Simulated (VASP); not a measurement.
# MoS2 (R3m) in VASP: further runs

Aim: see how the results for MoS2 move with the level of theory and the settings. Levels: LDA, PBEsol, PBE, RPBE. Tasks: single point.

All numbers are computed with VASP 6.6.1; they aren't measurements. Logs are shortened: lines on timing, memory, paths and dates and some standing lists are left out, and cuts for length are marked.

## Step 1: The cell of the first run

Symmetry: R3m, No. 160, trigonal system. Conventional cell: a = 3.126 Å, b = 3.126 Å, c = 17.975 Å, α = 90.00°, β = 90.00°, γ = 120.00°. Mo (site symmetry 3m) has 6 S at 2.38 Å and 6 Mo at 3.13 Å within 3.2 Å. S (site symmetry 3m) has 3 Mo at 2.38 Å and 7 S at 3.10 to 3.13 Å within 3.2 Å. S (site symmetry 3m) has 3 Mo at 2.38 Å and 7 S at 3.10 to 3.13 Å within 3.2 Å.

## Step 2: Single point, LDA

Contents of INCAR:

```
SYSTEM = MoS2
PREC = Accurate ; ENCUT = 520
EDIFF = 1E-7 ; ISMEAR = -1
SIGMA = 0.05 ; LREAL = .False.
LASPH = .True. ; NELM = 60
ALGO = Normal ; ISIF = 2
LWAVE = .False. ; LCHARG = .False.
GGA = CA ; NBANDS = 20
```

Contents of KPOINTS:

```
regular mesh
0
Gamma
  10 10 10
  0 0 0
```

Contents of POSCAR:

```
MoS2
1.0
    1.5630679688      0.9024377125      5.9917689501
   -1.5630679688      0.9024377125      5.9917689501
    0.0000000000     -1.8048754250      5.9917689501
Mo S
1 2
Direct
    0.0000848127      0.0000848127      0.0000848127
    0.4197901078      0.4197901078      0.4197901078
    0.2471250795      0.2471250795      0.2471250795
```

Potentials or basis: VASP PAW LDA potentials, release 64 (Mo_sv, S).

Launch:

```
> cat potpaw_LDA.64/Mo_sv/POTCAR potpaw_LDA.64/S/POTCAR > POTCAR
> mpirun -np 1 vasp_std > vasp.out
```

OUTCAR:

```text
SYSTEM = MoS2
   PREC = Accurate
   ENCUT = 520
   EDIFF = 1E-7
   ISMEAR = -1
   LREAL = .False.
   LASPH = .True.
   NELM = 60
   ISIF = 2
   GGA = CA

 ion  position               nearest neighbor table
   1  0.000  0.000  0.000-   3 2.38   3 2.38   3 2.38   2 2.38   2 2.38   2 2.38
   2  0.420  0.420  0.420-   1 2.38   1 2.38   1 2.38
   3  0.247  0.247  0.247-   1 2.38   1 2.38   1 2.38

  LATTYP: Found a trigonal (rhomboedric) cell.
 ALAT       =     6.2577048869
 COS(alpha) =     0.8752169587

  Lattice vectors:

 A1 = (   1.5630679688,   0.9024377125,   5.9917689501)
 A2 = (  -1.5630679688,   0.9024377125,   5.9917689501)
 A3 = (   0.0000000000,  -1.8048754250,   5.9917689501)

Analysis of symmetry for initial positions (statically):
=====================================================================
 Subroutine PRICEL returns:
 Original cell was already a primitive cell.

 Routine SETGRP: Setting up the symmetry group for a
 trigonal (rhombohedral) supercell.

 Subroutine GETGRP returns: Found  6 space group operations
 (whereof  6 operations were pure point group operations)
 out of a pool of 12 trial point group operations.

The static configuration has the point symmetry C_3v.

Analysis of symmetry for dynamics (positions and initial velocities):
=====================================================================
 Subroutine PRICEL returns:
 Original cell was already a primitive cell.

 Routine SETGRP: Setting up the symmetry group for a
 trigonal (rhombohedral) supercell.

 Subroutine GETGRP returns: Found  6 space group operations
 (whereof  6 operations were pure point group operations)
 out of a pool of 12 trial point group operations.

The dynamic configuration has the point symmetry C_3v.

 Subroutine INISYM returns: Found  6 space group operations
 (whereof  6 operations are pure point group operations),
 and found     1 'primitive' translations

----------------------------------------------------------------------------------------

                                     Primitive cell

  volume of cell :      50.7109

  direct lattice vectors                    reciprocal lattice vectors
     1.563067969  0.902437713  5.991768950     0.319883722  0.184684953  0.055631874
    -1.563067969  0.902437713  5.991768950    -0.319883722  0.184684953  0.055631874
     0.000000000 -1.804875425  5.991768950     0.000000000 -0.369369906  0.055631874
[... 76 lines left out ...]
 SYSTEM =  MoS2
   PREC   = accura    normal or accurate (medium, high low for compatibility)
   ISTART =      0    job   : 0-new  1-cont  2-samecut
   ICHARG =      2    charge: 1-file 2-atom 10-const
   ISPIN  =      1    spin polarized calculation?
   LNONCOLLINEAR =      F non collinear calculations
   LSORBIT =      F    spin-orbit coupling
   LASPH  =      T    aspherical Exc in radial PAW
   ENCUT  =  520.0 eV  38.22 Ry    6.18 a.u.  11.64 11.64 11.64*2*pi/ulx,y,z
   NELM   =     60;   NELMIN=  2; NELMDL= -5     # of ELM steps
   EDIFF  = 0.1E-06   stopping-criterion for ELM
   LREAL  =      F    real-space projection
   EDIFFG = 0.1E-05   stopping-criterion for IOM
   NSW    =      0    number of steps for IOM
   IBRION =     -1    ionic relax: 0-MD 1-quasi-New 2-CG
   NFREE  =      0    steps in history (QN), initial steepest desc. (CG)
   ISIF   =      2    stress and relaxation
   ISYM   =      2    0-nonsym 1-usesym 2-fastsym
   POTIM  = 0.5000    time-step for ionic-motion
   TEBEG  =    0.0;   TEEND  =   0.0 temperature during run
   PSTRESS=    0.0 pullay stress
   NELECT =      26.0000    total number of electrons
   NUPDOWN=      -1.0000    fix difference up-down
   EMIN   =  10.00;   EMAX   =-10.00  energy-range for DOS
   EFERMI =   0.00;   METHOD = LEGACY
   ISMEAR =    -1;   SIGMA  =   0.05  broadening in eV -4-tet -1-fermi 0-gaus
   EFERMI_NEDOS =   21; number of points for ismear=-14 and -15
   IALGO  =     38    algorithm
   IMIX   =      4    mixing-type and parameters
     AMIX     =   0.40;   BMIX     =  1.00
     AMIX_MAG =   1.60;   BMIX_MAG =  1.00
  volume/ion in A,a.u.               =      16.90       114.07
  Fermi-wavevector in a.u.,A,eV,Ry     =   1.310284  2.476078 23.359087  1.716844
  Thomas-Fermi vector in A             =   2.440825
   LORBIT       =      0    0 simple, 1 ext, 2 COOP (PROOUT), +10 PAW based schemes
   GGA     = CA    functional components
   LHFCALC =     F    Hartree Fock is set to
   AEXX    =    0.0000 exact exchange contribution
   IVDW    =     0    specifies the selected vdW correction
   LEPSILON=     F    determine dielectric tensor
   LRPA    =     F    only Hartree local field effects (RPA)
 non-spin polarized calculation
  energy-cutoff  :      520.00
  volume of cell :       50.71
 maximum number of plane-waves:      1382
   NGX = 23   NGY = 23   NGZ = 23

 number of electron      26.0000001 magnetization

 Free energy of the ion-electron system (eV)
  ---------------------------------------------------
  ext. energy  EPLUGINS =         0.00000000
  ---------------------------------------------------
  free energy    TOTEN  =       -24.47783561 eV

  energy without entropy =      -24.47783101  energy(sigma->0) =      -24.47783331

 E-fermi :   8.5365     XC(G=0): -11.4159

 val. band max:        8.2058369787   @ k =   0.5000   0.5000   0.5000
 cond. band min:       8.9485160550   @ k =  -0.2000   0.2000   0.0000
 fundamental gap:      0.7426790763
 Fermi energy:         8.5364773862

 k-point     1 :       0.0000    0.0000    0.0000
  band No.  band energies     occupation
      1     -53.0421      2.00000
      2     -27.4360      2.00000
      3     -27.1461      2.00000
      4     -27.1461      2.00000
      5      -7.0863      2.00000
      6      -5.2085      2.00000
[... 541 lines left out ...]
     19      15.8179      0.00000
     20      16.8706      0.00000

 [... further k-points ...]
[... 5 lines left out ...]
  --------------------------------------------------------------------------------------
  -------------------------------------------------------------------------------------
  Total        0.0533968      0.0533968      0.0413599      0.0000000     -0.0000000      0.0000000
  in kB        1.6870372      1.6870372      1.3067379      0.0000000     -0.0000000      0.0000000
  external PRESSURE =       1.5602708 kB  Pullay stress =       0.0000000 kB

 VOLUME and BASIS-vectors are now :
 -----------------------------------------------------------------------------
  energy-cutoff  :      520.00
  volume of cell :       50.71
      direct lattice vectors                 reciprocal lattice vectors
     1.563067969  0.902437713  5.991768950     0.319883722  0.184684953  0.055631874
    -1.563067969  0.902437713  5.991768950    -0.319883722  0.184684953  0.055631874
     0.000000000 -1.804875425  5.991768950     0.000000000 -0.369369906  0.055631874

 POSITION                                       TOTAL-FORCE (eV/Angst)
 -----------------------------------------------------------------------------------
      0.00000      0.00000      0.00152         0.000000     -0.000000      0.000367
      0.00000      0.00000      7.54586         0.000000      0.000000      0.018730
      0.00000      0.00000      4.44215         0.000000      0.000000     -0.019097
 -----------------------------------------------------------------------------------
    total drift:                               -0.000000     -0.000000     -0.000074

  FREE ENERGIE OF THE ION-ELECTRON SYSTEM (eV)
  ---------------------------------------------------
  free  energy   TOTEN  =       -24.4778356098 eV

  energy  without entropy=      -24.4778310059  energy(sigma->0) =      -24.47783331
```

stdout:

```text
POSCAR found type information on POSCAR MoS
 POSCAR found :  2 types and       3 ions
 scaLAPACK will be used
 LDA part: xc-table for (Slater(with rela. corr.)+CA(PZ))
 , standard interpolation
 POSCAR, INCAR and KPOINTS ok, starting setup
 FFT: planning ... GRIDC
 FFT: planning ... GRID_SOFT
 FFT: planning ... GRID
 WAVECAR not read
 entering main loop
```

Run time: 3.7 min. Hardware: 1 thread of AMD EPYC 9R45 (Zen 5), shared host; peak memory 0.29 GiB.

Results:

```yaml
Free_energy: -24.4778 eV
Pressure: 0.2 GPa
Largest_force: 0.019 eV/Å
Band_gap_on_the_k_mesh: 0.74 eV (least direct gap 2.06 eV)
```

Forces in eV/Å, atoms in the order of the input:
```
Mo   0.000  0.000  0.000
S    0.000  0.000  0.019
S    0.000  0.000 -0.019
```

Levels at points of the mesh, in eV from the valence-band top:
```
           k point  band 11  band 12  band 13  band 14  band 15  band 16
(0.00, 0.00, 0.00)    -2.34    -1.47    -1.13     2.00     2.00     2.46
(0.50, 0.00, 0.00)    -2.44    -1.62    -1.59     1.64     1.99     3.38
(0.50, 0.50, 0.00)    -3.16    -1.86    -1.40     1.58     2.16     2.91
(0.50, 0.50, 0.50)    -2.30    -2.30     0.00     2.14     2.14     2.27
```

Caveat: semilocal functionals underestimate gaps, and a narrow one can read as zero. A k mesh can miss the band edges.

## Step 3: Single point, PBEsol

This run uses another cell than the first one, of 17.91 Å³/atom.

Contents of INCAR:

```
SYSTEM = MoS2
  PREC = Accurate
  ENCUT = 520
  EDIFF = 1E-7
  ISMEAR = -1
  SIGMA = 0.05
  LREAL = .False.
  LASPH = .True.
  NELM = 100
  ALGO = Normal
  ISIF = 2
  LWAVE = .False.
  LCHARG = .False.
  GGA = PS
  NBANDS = 20
```

Contents of KPOINTS:

```
Automatic mesh
0
Gamma
  10 10 10
  0 0 0
```

Contents of POSCAR:

```
MoS2
1.0
    1.5715760110      0.9073498330      6.2793282138
   -1.5715760110      0.9073498330      6.2793282138
    0.0000000000     -1.8146996660      6.2793282138
Mo S
1 2
Direct
    0.0001014673      0.0001014673      0.0001014673
    0.4161581254      0.4161581254      0.4161581254
    0.2507404073      0.2507404073      0.2507404073
```

Potentials or basis: VASP PAW PBE potentials, release 64 (Mo_sv, S).

Launch:

```
> cat potpaw_PBE.64/Mo_sv/POTCAR potpaw_PBE.64/S/POTCAR > POTCAR
> mpirun -np 1 vasp_std > vasp.out
```

OUTCAR:

```text
SYSTEM = MoS2
   PREC = Accurate
   ENCUT = 520
   EDIFF = 1E-7
   ISMEAR = -1
   LREAL = .False.
   LASPH = .True.
   NELM = 100
   ISIF = 2
   GGA = PS

 ion  position               nearest neighbor table
   1  0.000  0.000  0.000-   3 2.39   3 2.39   3 2.39   2 2.39   2 2.39   2 2.39
   2  0.416  0.416  0.416-   1 2.39   1 2.39   1 2.39
   3  0.251  0.251  0.251-   1 2.39   1 2.39   1 2.39

  LATTYP: Found a trigonal (rhomboedric) cell.
 ALAT       =     6.5362908208
 COS(alpha) =     0.8843786480

  Lattice vectors:

 A1 = (   1.5715760110,   0.9073498330,   6.2793282138)
[... 193 lines left out ...]
      6      -6.0137      2.00000
[... 541 lines left out ...]
     19      15.0111      0.00000
     20      15.9112      0.00000

 [... further k-points ...]
[... 5 lines left out ...]
  --------------------------------------------------------------------------------------
  -------------------------------------------------------------------------------------
  Total       -0.0013143     -0.0013143     -0.0064692      0.0000000     -0.0000000     -0.0000000
  in kB       -0.0391950     -0.0391950     -0.1929245      0.0000000     -0.0000000     -0.0000000
  external PRESSURE =      -0.0904382 kB  Pullay stress =       0.0000000 kB

 VOLUME and BASIS-vectors are now :
 -----------------------------------------------------------------------------
  energy-cutoff  :      520.00
  volume of cell :       53.72
      direct lattice vectors                 reciprocal lattice vectors
     1.571576011  0.907349833  6.279328214     0.318151968  0.183685124  0.053084235
    -1.571576011  0.907349833  6.279328214    -0.318151968  0.183685124  0.053084235
     0.000000000 -1.814699666  6.279328214     0.000000000 -0.367370248  0.053084235

 POSITION                                       TOTAL-FORCE (eV/Angst)
 -----------------------------------------------------------------------------------
      0.00000      0.00000      0.00191         0.000000     -0.000000     -0.000047
      0.00000      0.00000      7.83958         0.000000      0.000000      0.000401
      0.00000      0.00000      4.72344         0.000000     -0.000000     -0.000355
 -----------------------------------------------------------------------------------
    total drift:                               -0.000000     -0.000000     -0.000144

  FREE ENERGIE OF THE ION-ELECTRON SYSTEM (eV)
  ---------------------------------------------------
  free  energy   TOTEN  =       -23.4504272164 eV

  energy  without entropy=      -23.4504268417  energy(sigma->0) =      -23.45042703
```

OSZICAR:

```text
N       E                     dE             d eps       ncg     rms          rms(c)
DAV:   1     0.180191755165E+03    0.18019E+03   -0.13437E+04  4648   0.123E+03
DAV:   2    -0.175465476351E+02   -0.19774E+03   -0.19236E+03  5688   0.316E+02
DAV:   3    -0.248123628112E+02   -0.72658E+01   -0.71964E+01  5800   0.564E+01
DAV:   4    -0.248944069930E+02   -0.82044E-01   -0.81993E-01  5664   0.633E+00
DAV:   5    -0.248956876639E+02   -0.12807E-02   -0.12806E-02  5756   0.774E-01    0.260E+01
DAV:   6    -0.238097787954E+02    0.10859E+01   -0.94061E+00  4952   0.190E+01    0.880E+00
DAV:   7    -0.235685724256E+02    0.24121E+00   -0.35609E+00  4780   0.109E+01    0.604E+00
DAV:   8    -0.234514638857E+02    0.11711E+00   -0.55657E-01  5188   0.460E+00    0.171E+00
DAV:   9    -0.234516024405E+02   -0.13855E-03   -0.22605E-02  5480   0.916E-01    0.641E-01
DAV:  10    -0.234504134873E+02    0.11890E-02   -0.78858E-03  5208   0.611E-01    0.116E-01
DAV:  11    -0.234504323338E+02   -0.18847E-04   -0.45477E-04  5388   0.148E-01    0.600E-02
DAV:  12    -0.234504171643E+02    0.15170E-04   -0.51992E-05  5308   0.450E-02    0.214E-02
DAV:  13    -0.234504271195E+02   -0.99552E-05   -0.15684E-05  5004   0.219E-02    0.872E-03
DAV:  14    -0.234504271273E+02   -0.78148E-08   -0.10999E-06  6092   0.625E-03    0.350E-03
DAV:  15    -0.234504272427E+02   -0.11540E-06   -0.51703E-07  5140   0.415E-03    0.230E-03
DAV:  16    -0.234504272164E+02    0.26358E-07   -0.79585E-08  3612   0.206E-03
   1 F= -.23450427E+02 E0= -.23450427E+02  d E =-.374650E-06
```

Run time: 4.9 min. Hardware: 1 thread of AMD EPYC 9R45 (Zen 5), shared host; peak memory 0.37 GiB.

Results:

* Free energy: -23.4504 eV
* Pressure: 0.0 GPa
* Band gap on the k mesh: 1.04 eV (least direct gap 2.03 eV)

Caveat: the PAW data sets were made with another functional, which shifts forces and pressure a little. A k mesh can miss the band edges.

## Step 4: Single point, PBE

This run uses another cell than the first one, of 21.69 Å³/atom.

Contents of INCAR:

```
SYSTEM = MoS2
PREC = Accurate ; ENCUT = 520
EDIFF = 1E-6 ; ISMEAR = -1
SIGMA = 0.05 ; LREAL = .False.
LASPH = .True. ; NELM = 80
ALGO = Normal ; ISIF = 2
LWAVE = .False. ; LCHARG = .False.
GGA = PE ; NBANDS = 20
```

KPOINTS is that of step 3.

Contents of POSCAR:

```
MoS2
1.0
    1.5926433685      0.9195130775      7.4056068271
   -1.5926433685      0.9195130775      7.4056068271
    0.0000000000     -1.8390261551      7.4056068271
Mo S
1 2
Direct
    0.0001111815      0.0001111815      0.0001111815
    0.4037728695      0.4037728695      0.4037728695
    0.2631159490      0.2631159490      0.2631159490
```

Launch:

```
> cat potpaw_PBE.64/Mo_sv/POTCAR potpaw_PBE.64/S/POTCAR > POTCAR
> mpirun -np 1 vasp_std > vasp.out
```

It took 7.9 min on 1 thread of AMD EPYC 9R45 (Zen 5), shared host; peak memory 0.52 GiB.

The run converged. Its results:

```yaml
Free_energy: -21.8576 eV
Pressure: -0.1 GPa
Largest_force: 0.011 eV/Å
Band_gap_on_the_k_mesh: 1.59 eV (least direct gap 1.93 eV)
```

Forces in eV/Å, atoms in the order of the input:
```
Mo   0.000  0.000  0.000
S    0.000  0.000 -0.011
S    0.000  0.000  0.011
```

Levels at points of the mesh, in eV from the valence-band top:
| k point | band 10 | band 11 | band 12 | band 13 | band 14 | band 15 | band 16 | band 17 |
| --- | --- | --- | --- | --- | --- | --- | --- | --- |
| (0.00, 0.00, 0.00) | -1.71 | -1.71 | -1.67 | -0.39 | 2.55 | 2.55 | 2.80 | 2.80 |
| (0.50, 0.00, 0.00) | -3.36 | -2.03 | -1.18 | -0.86 | 2.03 | 2.53 | 3.74 | 4.07 |
| (0.50, 0.50, 0.00) | -3.36 | -2.13 | -1.19 | -0.81 | 2.03 | 2.56 | 3.60 | 4.12 |
| (0.50, 0.50, 0.50) | -2.25 | -1.71 | -1.71 | 0.00 | 2.55 | 2.55 | 2.79 | 2.79 |

## Step 5: Single point, RPBE

This run uses another cell than the first one, of 23.91 Å³/atom.

Contents of INCAR:

```
  PREC = Accurate
  ENCUT = 520
  EDIFF = 1E-7
  ISMEAR = -1
  SIGMA = 0.05
  LREAL = False
  LASPH = True
  NELM = 80
  ALGO = Normal
  ISIF = 2
  LWAVE = False
  LCHARG = False
  GGA = RP
  NBANDS = 20
```

Contents of KPOINTS:

```
regular mesh
0
Gamma
  10 10 10
```

Contents of POSCAR:

```
MoS2
1.0
    1.6050179981      0.9266575732      8.0376382549
   -1.6050179981      0.9266575732      8.0376382549
    0.0000000000     -1.8533151465      8.0376382549
Mo S
1 2
Direct
    0.0001112128      0.0001112128      0.0001112128
    0.3983029150      0.3983029150      0.3983029150
    0.2685858722      0.2685858722      0.2685858722
```

Launch:

```
> cat potpaw_PBE.64/Mo_sv/POTCAR potpaw_PBE.64/S/POTCAR > POTCAR
> mpirun -np 1 vasp_std > vasp.out
```

It took 11 min on 1 thread of AMD EPYC 9R45 (Zen 5), shared host; peak memory 0.59 GiB.

It converged, with:

```yaml
Free_energy: -20.6585 eV
Pressure: -0.2 GPa
Largest_force: 0.022 eV/Å
Band_gap_on_the_k_mesh: 1.57 eV (least direct gap 1.86 eV)
```

Forces on the atoms (eV/Å):
```
Mo   0.000  0.000  0.000
S    0.000  0.000 -0.021
S    0.000  0.000  0.022
```

Levels at points of the mesh, in eV from the valence-band top:
```tsv
k point	band 10	band 11	band 12	band 13	band 14	band 15	band 16	band 17
(0.00, 0.00, 0.00)	-1.71	-1.67	-1.67	-0.20	2.53	2.53	2.78	2.78
(0.50, 0.00, 0.00)	-3.28	-1.98	-1.18	-0.77	2.01	2.51	3.73	4.06
(0.50, 0.50, 0.00)	-3.28	-2.01	-1.18	-0.76	2.00	2.52	3.66	4.07
(0.50, 0.50, 0.50)	-1.98	-1.67	-1.67	0.00	2.54	2.54	2.77	2.77
```

Caveat: the PAW data sets were made with another functional, which shifts forces and pressure a little. RPBE gaps usually lie below the measured ones, often by a third to a half.

## Step 6: Summary

```csv
level,potentials or basis,cell,gap on the mesh (eV),pressure (GPa),largest force (eV/Å)
LDA,"VASP PAW LDA potentials, release 64 (Mo_sv, S)","a = 6.258 Å, angles 28.9°, 3 atoms, atomic positions A",0.74,0.2,0.02
PBEsol,"VASP PAW PBE potentials, release 64 (Mo_sv, S)","a = 6.536 Å, angles 27.8°, 3 atoms, atomic positions B",1.04,0.0,-
PBE,"VASP PAW PBE potentials, release 64 (Mo_sv, S)","a = 7.631 Å, angles 24.1°, 3 atoms, atomic positions C",1.59,-0.1,0.01
RPBE,"VASP PAW PBE potentials, release 64 (Mo_sv, S)","a = 8.249 Å, angles 22.4°, 3 atoms, atomic positions D",1.57,-0.2,0.02
```

Alike in all rows: task single point; no spin polarisation; k mesh 10 × 10 × 10; cutoff (eV) 520; smearing fermi-dirac 0.05 eV.

Caveats: the PAW data sets were made with another functional, which shifts forces and pressure a little (at least some runs); semilocal functionals underestimate gaps, and a narrow one can read as zero (at least some runs).

Absolute energies hang on the potentials; compare differences alone.
